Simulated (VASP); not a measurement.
Write the native input for VASP 6.6.1 that does the following.

```
Task                   : single point
Functional             : PBEsol
Potentials or basis    : VASP PAW PBE potentials, release 64 (W_sv, C)
Cutoff                 : 520 eV
k mesh                 : 24 × 24 × 24
Occupations            : gaussian, width 0.15 eV
Spin                   : no spin polarisation
Dipole correction      : no
Further INCAR settings : ALGO = Normal; EDIFF = 1e-06; NBANDS = 16
```

The structure of WC lies in POSCAR:

```
WC
1.0
    0.0000000000      2.0640511055      2.1183682398
    2.0640511055      0.0000000000      2.1183682398
    2.0640511055      2.0640511055      0.0000000000
W C
1 1
Direct
    0.0000000000      0.0000000000      0.0000000000
    0.5000000000      0.5000000000      0.5000000000
```

This cell differs from its parent crystal: strain -0.050 along x and y, -0.025 along z.

These files were run (other wordings do the same):

INCAR

```
  PREC = Accurate
  ENCUT = 520
  EDIFF = 1E-6
  ISMEAR = 0
  SIGMA = 0.15
  LREAL = F
  LASPH = T
  NELM = 80
  ALGO = Normal
  ISIF = 2
  LWAVE = F
  LCHARG = F
  GGA = PS
  NBANDS = 16
```

KPOINTS

```
regular mesh
0
Gamma
  24 24 24
```

Potentials or basis: VASP PAW PBE potentials, release 64 (W_sv, C).

Run with:

```console
$ cat potpaw_PBE.64/W_sv/POTCAR potpaw_PBE.64/C/POTCAR > POTCAR
$ mpirun -np 1 vasp_std > vasp.out
```

It gave:

The pressure is 68.3 GPa and the band gap on the k mesh is zero (band 9 reaches 16.07 eV, above the bottom of band 10 at 12.23 eV).

Caveat: the cell differs from its parent crystal (strain -0.050 along x and y, -0.025 along z); the PAW data sets were made with another functional, which shifts forces and pressure a little; spin-orbit coupling is left out, which moves the levels of the heavy elements.

Wall time 2.4 min on 1 thread of Intel Xeon 6975P-C, on a shared host, peak memory 0.41 GiB.
